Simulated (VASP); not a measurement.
# Rb3AuCl6 (Fm-3m) in VASP: single point with PBEsol

Aim: the single point of Rb3AuCl6 with PBEsol.

Everything below comes from runs of VASP 6.6.1. Logs are shortened: lines on timing, memory, paths and dates and some standing lists are left out, and cuts for length are marked.

## (1) The cell of the first run

It takes space group Fm-3m (No. 225, cubic). Conventional cell: a = 11.044 Å, b = 11.044 Å, c = 11.044 Å, α = 90.00°, β = 90.00°, γ = 90.00°. Within 5.1 Å of Rb (site symmetry -43m) lie 12 Cl at 3.91 Å and 4 Rb at 4.78 Å and 4 Au at 4.78 Å. Rb (site symmetry m-3m) has 6 Cl at 3.04 Å within 4.0 Å. Au (site symmetry m-3m) has 6 Cl at 2.48 Å within 3.3 Å. Within 3.3 Å of Cl (site symmetry 4mm) lie 1 Au at 2.48 Å and 1 Rb at 3.04 Å.

## (2) Single point, PBEsol

Contents of INCAR:

```
ALGO     = Normal         # electronic algorithm
EDIFF    = 1E-6           # SCF threshold, eV
ENCUT    = 520            # plane-wave cutoff, eV
GGA      = PS             # functional
ISIF     = 2              # what is computed and relaxed
ISMEAR   = 0              # smearing method
LASPH    = T              # aspherical terms in the spheres
LCHARG   = T              # write CHGCAR
LELF     = T              # ELF
LREAL    = F              # projectors in reciprocal space
LVHAR    = T            
LWAVE    = F              # write WAVECAR
NBANDS   = 51             # bands
NELM     = 80             # most SCF steps
PREC     = Accurate       # precision mode
SIGMA    = 0.15           # smearing width, eV
```

Contents of KPOINTS:

```
k-points
0
Gamma
  4 4 4
```

Contents of POSCAR:

```
Rb3AuCl6
1.0
    0.0000000000      5.5217540000      5.5217540000
    5.5217540000      0.0000000000      5.5217540000
    5.5217540000      5.5217540000      0.0000000000
Rb Au Cl
3 1 6
Direct
    0.7500000000      0.7500000000      0.7500000000
    0.2500000000      0.2500000000      0.2500000000
    0.5000000000      0.5000000000      0.5000000000
    0.0000000000      0.0000000000      0.0000000000
    0.7751740000      0.2248260000      0.2248260000
    0.2248260000      0.2248260000      0.7751740000
    0.2248260000      0.7751740000      0.7751740000
    0.2248260000      0.7751740000      0.2248260000
    0.7751740000      0.2248260000      0.7751740000
    0.7751740000      0.7751740000      0.2248260000
```

Potentials or basis: VASP PAW PBE potentials, release 64 (Rb_sv, Au, Cl).

The run is started by

```bash
> cat potpaw_PBE.64/Rb_sv/POTCAR potpaw_PBE.64/Au/POTCAR potpaw_PBE.64/Cl/POTCAR > POTCAR
> mpirun -np 1 vasp_std > vasp.out
```

OUTCAR:

```text
EDIFF = 1E-6
   ENCUT = 520
   GGA = PS
   ISIF = 2
   ISMEAR = 0
   LASPH = T
   LREAL = F
   NELM = 80
   PREC = Accurate

 ion  position               nearest neighbor table
   1  0.750  0.750  0.750-   7 3.91   9 3.91  10 3.91   5 3.91   8 3.91  10 3.91   5 3.91   6 3.91
                             9 3.91   6 3.91   7 3.91   8 3.91   3 4.78   3 4.78   3 4.78   3 4.78
   2  0.250  0.250  0.250-   5 3.91   9 3.91  10 3.91   7 3.91   8 3.91  10 3.91   6 3.91   7 3.91
                             9 3.91   5 3.91   6 3.91   8 3.91   3 4.78   3 4.78   3 4.78   3 4.78
   3  0.500  0.500  0.500-   5 3.04   6 3.04   7 3.04   8 3.04   9 3.04  10 3.04   2 4.78   2 4.78
                             2 4.78   1 4.78   1 4.78   1 4.78   2 4.78   1 4.78
   4  0.000  0.000  0.000-   5 2.48   6 2.48   7 2.48   8 2.48   9 2.48  10 2.48
   5  0.775  0.225  0.225-   4 2.48   3 3.04   2 3.91   1 3.91   1 3.91   2 3.91
   6  0.225  0.225  0.775-   4 2.48   3 3.04   2 3.91   1 3.91   1 3.91   2 3.91
   7  0.225  0.775  0.775-   4 2.48   3 3.04   1 3.91   1 3.91   2 3.91   2 3.91
   8  0.225  0.775  0.225-   4 2.48   3 3.04   2 3.91   1 3.91   1 3.91   2 3.91
   9  0.775  0.225  0.775-   4 2.48   3 3.04   1 3.91   1 3.91   2 3.91   2 3.91
  10  0.775  0.775  0.225-   4 2.48   3 3.04   1 3.91   1 3.91   2 3.91   2 3.91

  LATTYP: Found a face centered cubic cell.
 ALAT       =    11.0435080000

  Lattice vectors:

 A1 = (   0.0000000000,   5.5217540000,   5.5217540000)
 A2 = (   5.5217540000,   0.0000000000,   5.5217540000)
 A3 = (   5.5217540000,   5.5217540000,   0.0000000000)

Analysis of symmetry for initial positions (statically):
[... 33 lines left out ...]
                                     Primitive cell

  volume of cell :     336.7140

  direct lattice vectors                    reciprocal lattice vectors
     0.000000000  5.521754000  5.521754000    -0.090550937  0.090550937  0.090550937
     5.521754000  0.000000000  5.521754000     0.090550937 -0.090550937  0.090550937
     5.521754000  5.521754000  0.000000000     0.090550937  0.090550937 -0.090550937

  length of vectors
     7.808939395  7.808939395  7.808939395     0.156838824  0.156838824  0.156838824

  position of ions in fractional coordinates (direct lattice)
     0.750000000  0.750000000  0.750000000
     0.250000000  0.250000000  0.250000000
     0.500000000  0.500000000  0.500000000
     0.000000000  0.000000000  0.000000000
     0.775174000  0.224826000  0.224826000
     0.224826000  0.224826000  0.775174000
     0.224826000  0.775174000  0.775174000
     0.224826000  0.775174000  0.224826000
     0.775174000  0.224826000  0.775174000
     0.775174000  0.775174000  0.224826000

  ion indices of the primitive-cell ions
   primitive index   ion index
                 1           1
                 2           2
                 3           3
                 4           4
                 5           5
                 6           6
                 7           7
                 8           8
                 9           9
                10          10

----------------------------------------------------------------------------------------

 KPOINTS: k-points

Automatic generation of k-mesh.
 Grid dimensions read from file:
 generate k-points for:    4    4    4

 Generating k-lattice:

  Cartesian coordinates                     Fractional coordinates (reciprocal lattice)
    -0.022637734  0.022637734  0.022637734     0.250000000  0.000000000  0.000000000
     0.022637734 -0.022637734  0.022637734     0.000000000  0.250000000  0.000000000
     0.022637734  0.022637734 -0.022637734     0.000000000  0.000000000  0.250000000

  Length of vectors
     0.039209706  0.039209706  0.039209706

  Shift w.r.t. Gamma in fractional coordinates (k-lattice)
     0.000000000  0.000000000  0.000000000

 Subroutine IBZKPT returns following result:
 ===========================================

 Found      8 irreducible k-points:

 Following reciprocal coordinates:
            Coordinates               Weight
  0.000000  0.000000  0.000000      1.000000
  0.250000  0.000000  0.000000      8.000000
  0.500000  0.000000  0.000000      4.000000
  0.250000  0.250000  0.000000      6.000000
  0.500000  0.250000  0.000000     24.000000
 -0.250000  0.250000  0.000000     12.000000
  0.500000  0.500000  0.000000      3.000000
 -0.250000  0.500000  0.250000      6.000000
   k-points           NKPTS =      8   k-points in BZ     NKDIM =      8   number of bands    NBANDS=     51
   number of dos      NEDOS =    301   number of ions     NIONS =     10
   total plane-waves  NPLWV = 216000
   dimension x,y,z NGX =    60 NGY =   60 NGZ =   60
   dimension x,y,z NGXF=   120 NGYF=  120 NGZF=  120
   ions per type =               3   1   6
   NGX,Y,Z   is equivalent  to a cutoff of  12.77, 12.77, 12.77 a.u.
   NGXF,Y,Z  is equivalent  to a cutoff of  25.55, 25.55, 25.55 a.u.
 SYSTEM =  unknown system
   PREC   = accura    normal or accurate (medium, high low for compatibility)
   ISTART =      0    job   : 0-new  1-cont  2-samecut
   ICHARG =      2    charge: 1-file 2-atom 10-const
   ISPIN  =      1    spin polarized calculation?
   LNONCOLLINEAR =      F non collinear calculations
   LSORBIT =      F    spin-orbit coupling
   LASPH  =      T    aspherical Exc in radial PAW
   ENCUT  =  520.0 eV  38.22 Ry    6.18 a.u.  14.52 14.52 14.52*2*pi/ulx,y,z
   NELM   =     80;   NELMIN=  2; NELMDL= -5     # of ELM steps
   EDIFF  = 0.1E-05   stopping-criterion for ELM
   LREAL  =      F    real-space projection
   EDIFFG = 0.1E-04   stopping-criterion for IOM
   NSW    =      0    number of steps for IOM
   IBRION =     -1    ionic relax: 0-MD 1-quasi-New 2-CG
   NFREE  =      0    steps in history (QN), initial steepest desc. (CG)
   ISIF   =      2    stress and relaxation
   ISYM   =      2    0-nonsym 1-usesym 2-fastsym
   POTIM  = 0.5000    time-step for ionic-motion
   TEBEG  =    0.0;   TEEND  =   0.0 temperature during run
   PSTRESS=    0.0 pullay stress
   NELECT =      80.0000    total number of electrons
   NUPDOWN=      -1.0000    fix difference up-down
   EMIN   =  10.00;   EMAX   =-10.00  energy-range for DOS
   EFERMI =   0.00;   METHOD = LEGACY
   ISMEAR =     0;   SIGMA  =   0.15  broadening in eV -4-tet -1-fermi 0-gaus
   EFERMI_NEDOS =   21; number of points for ismear=-14 and -15
   IALGO  =     38    algorithm
   IMIX   =      4    mixing-type and parameters
     AMIX     =   0.40;   BMIX     =  1.00
     AMIX_MAG =   1.60;   BMIX_MAG =  1.00
  volume/ion in A,a.u.               =      33.67       227.23
  Fermi-wavevector in a.u.,A,eV,Ry     =   1.013953  1.916093 13.988156  1.028100
  Thomas-Fermi vector in A             =   2.147152
   LORBIT       =      0    0 simple, 1 ext, 2 COOP (PROOUT), +10 PAW based schemes
   GGA     = PS    functional components
   LHFCALC =     F    Hartree Fock is set to
   AEXX    =    0.0000 exact exchange contribution
   IVDW    =     0    specifies the selected vdW correction
   LEPSILON=     F    determine dielectric tensor
   LRPA    =     F    only Hartree local field effects (RPA)
 non-spin polarized calculation
 Gauss-broadening in eV      SIGMA  =   0.15
  energy-cutoff  :      520.00
  volume of cell :      336.71
 maximum number of plane-waves:      9185
 NGX is ok and might be reduce to    60
   NGX = 29   NGY = 29   NGZ = 29

 number of electron      80.0000008 magnetization

 Free energy of the ion-electron system (eV)
  ---------------------------------------------------
  ext. energy  EPLUGINS =         0.00000000
  ---------------------------------------------------
  free energy    TOTEN  =       -30.69398850 eV

  energy without entropy =      -30.57442352  energy(sigma->0) =      -30.63420601

 E-fermi :   0.2062     XC(G=0):  -7.6685

 val. band max:        0.1384780078   @ k =  -0.2500   0.2500   0.0000
 cond. band min:       0.2072400623   @ k =   0.2500   0.2500   0.0000
 fundamental gap:      0.0687620545
 Fermi energy:         0.2062123130

 k-point     1 :       0.0000    0.0000    0.0000
  band No.  band energies     occupation
      1     -26.0057      2.00000
      2     -26.0046      2.00000
      3     -25.2905      2.00000
      4     -14.4456      2.00000
      5     -14.0086      2.00000
      6     -14.0086      2.00000
[... 43 lines left out ...]
     50       6.1860      0.00000
     51       6.1860      0.00000

 k-point     2 :       0.2500    0.0000    0.0000
  band No.  band energies     occupation
      1     -26.0055      2.00000
      2     -26.0047      2.00000
      3     -25.2905      2.00000
      4     -14.4513      2.00000
      5     -14.0039      2.00000
      6     -14.0018      2.00000
[... 43 lines left out ...]
     50       6.4097      0.00000
     51       6.4098      0.00000

 k-point     3 :       0.5000    0.0000    0.0000
  band No.  band energies     occupation
      1     -26.0051      2.00000
      2     -26.0051      2.00000
      3     -25.2905      2.00000
      4     -14.4569      2.00000
      5     -13.9992      2.00000
      6     -13.9922      2.00000
[... 43 lines left out ...]
     50       6.6524      0.00000
     51       6.6524      0.00000

 k-point     4 :       0.2500    0.2500    0.0000
  band No.  band energies     occupation
      1     -26.0055      2.00000
      2     -26.0047      2.00000
      3     -25.2905      2.00000
      4     -14.4433      2.00000
      5     -14.0119      2.00000
      6     -14.0119      2.00000
[... 43 lines left out ...]
     50       6.5195      0.00000
     51       6.5217      0.00000

 k-point     5 :       0.5000    0.2500    0.0000
  band No.  band energies     occupation
      1     -26.0052      2.00000
      2     -26.0050      2.00000
      3     -25.2905      2.00000
      4     -14.4391      2.00000
      5     -14.0092      2.00000
      6     -14.0058      2.00000
[... 43 lines left out ...]
     50       6.6936      0.00000
     51       6.7789      0.00000

 k-point     6 :      -0.2500    0.2500    0.0000
  band No.  band energies     occupation
      1     -26.0053      2.00000
      2     -26.0049      2.00000
      3     -25.2905      2.00000
      4     -14.4472      2.00000
      5     -14.0135      2.00000
      6     -13.9938      2.00000
[... 43 lines left out ...]
     50       6.5537      0.00000
     51       6.8806      0.00000

 k-point     7 :       0.5000    0.5000    0.0000
  band No.  band energies     occupation
      1     -26.0053      2.00000
      2     -26.0049      2.00000
      3     -25.2905      2.00000
      4     -14.4192      2.00000
      5     -14.0153      2.00000
      6     -14.0153      2.00000
[... 43 lines left out ...]
     50       6.8097      0.00000
     51       6.8097      0.00000

 k-point     8 :      -0.2500    0.5000    0.2500
  band No.  band energies     occupation
      1     -26.0051      2.00000
      2     -26.0051      2.00000
      3     -25.2905      2.00000
      4     -14.4306      2.00000
      5     -14.0150      2.00000
      6     -14.0150      2.00000
[... 43 lines left out ...]
     50       6.9697      0.00000
     51       6.9710      0.00000

------------------------ aborting loop because EDIFF is reached ----------------------------------------

  FORCE on cell =-STRESS in cart. coord.  units (eV):
  Direction    XX          YY          ZZ          XY          YZ          ZX
  --------------------------------------------------------------------------------------
  -------------------------------------------------------------------------------------
  Total       -1.5374037     -1.5374037     -1.5374037      0.0000000     -0.0000000      0.0000000
  in kB       -7.3153878     -7.3153878     -7.3153878      0.0000000     -0.0000000      0.0000000
  external PRESSURE =      -7.3153878 kB  Pullay stress =       0.0000000 kB

 VOLUME and BASIS-vectors are now :
 -----------------------------------------------------------------------------
  energy-cutoff  :      520.00
  volume of cell :      336.71
      direct lattice vectors                 reciprocal lattice vectors
     0.000000000  5.521754000  5.521754000    -0.090550937  0.090550937  0.090550937
     5.521754000  0.000000000  5.521754000     0.090550937 -0.090550937  0.090550937
     5.521754000  5.521754000  0.000000000     0.090550937  0.090550937 -0.090550937

 POSITION                                       TOTAL-FORCE (eV/Angst)
 -----------------------------------------------------------------------------------
      8.28263      8.28263      8.28263         0.000000      0.000000      0.000000
      2.76088      2.76088      2.76088         0.000000     -0.000000      0.000000
      5.52175      5.52175      5.52175        -0.000000     -0.000000      0.000000
      0.00000      0.00000      0.00000        -0.000000      0.000000      0.000000
      2.48287      5.52175      5.52175        -0.071992      0.000000      0.000000
      5.52175      5.52175      2.48287        -0.000000      0.000000     -0.071992
      8.56064      5.52175      5.52175         0.071992      0.000000      0.000000
      5.52175      2.48287      5.52175        -0.000000     -0.071992      0.000000
      5.52175      8.56064      5.52175        -0.000000      0.071992      0.000000
      5.52175      5.52175      8.56064        -0.000000      0.000000      0.071992
 -----------------------------------------------------------------------------------
    total drift:                               -0.000000     -0.000000     -0.000000

  FREE ENERGIE OF THE ION-ELECTRON SYSTEM (eV)
  ---------------------------------------------------
  free  energy   TOTEN  =       -30.6939884979 eV

  energy  without entropy=      -30.5744235238  energy(sigma->0) =      -30.63420601
```

It took 3.6 min on 1 thread of Intel Xeon 6975P-C, shared host; peak memory 0.55 GiB.

What came out:

```yaml
Free_energy: -30.6940 eV
Pressure: -0.7 GPa
Largest_force: 0.072 eV/Å
Band_gap_on_the_k_mesh: zero (band 40 reaches 0.36 eV, above the bottom of band 41 at 0.13 eV)
```

Forces on the atoms (eV/Å):
```
Rb   0.000  0.000  0.000
Rb   0.000  0.000  0.000
Rb   0.000  0.000  0.000
Au   0.000  0.000  0.000
Cl  -0.072  0.000  0.000
Cl   0.000  0.000 -0.072
Cl   0.072  0.000  0.000
Cl   0.000 -0.072  0.000
Cl   0.000  0.072  0.000
Cl   0.000  0.000  0.072
```

Caveat: the PAW data sets were made with another functional, which shifts forces and pressure a little; spin-orbit coupling is left out, which moves the levels of the heavy elements.
